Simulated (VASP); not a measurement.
Runs of VASP 6.6.1 on BaTe. The structure is that of space group Fm-3m (No. 225), or close to it. The cells are those of the table. 

```csv
level,cell,k mesh,smearing,grid for exact exchange (PRECFOCK),share of exact exchange,screening parameter,gap on the mesh (eV),pressure (GPa)
HSE06,"a = 5.060 Å, angles 59.2°, 2 atoms",4 × 4 × 4,gaussian 0.01 eV,Normal,0.25,0.2079 1/Å,(a),-0.6
PBE,"a = 5.031, b = 5.031, c = 4.996 Å, angles 60.2, 60.2, 59.5°, 2 atoms",6 × 6 × 6,fermi-dirac 0.02 eV,-,-,-,1.60,-0.1
HSE06,"a = 5.031, b = 5.031, c = 4.996 Å, angles 60.2, 60.2, 59.5°, 2 atoms",4 × 4 × 4,gaussian 0.01 eV,Normal,0.25,0.2079 1/Å,(c),-0.4
r2SCAN,"a = 5.060 Å, angles 59.2°, 2 atoms",6 × 6 × 6,gaussian 0.01 eV,-,-,-,1.95,(b)
```

Alike in all rows: task single point; potentials or basis VASP PAW PBE potentials, release 64 (Ba_sv, Te); no spin polarisation; cutoff (eV) 520.

**Question.** Fill in the values left out.

**Answer.** (a) 2.31; (b) -0.3; (c) 2.32.

Caveats: spin-orbit coupling is left out, which moves the levels of the heavy elements; the PAW data sets were made with another functional, which shifts forces and pressure a little (at least some runs).

A k mesh can miss the band edges, and the runs leave out spin-orbit coupling on Ba, Te.
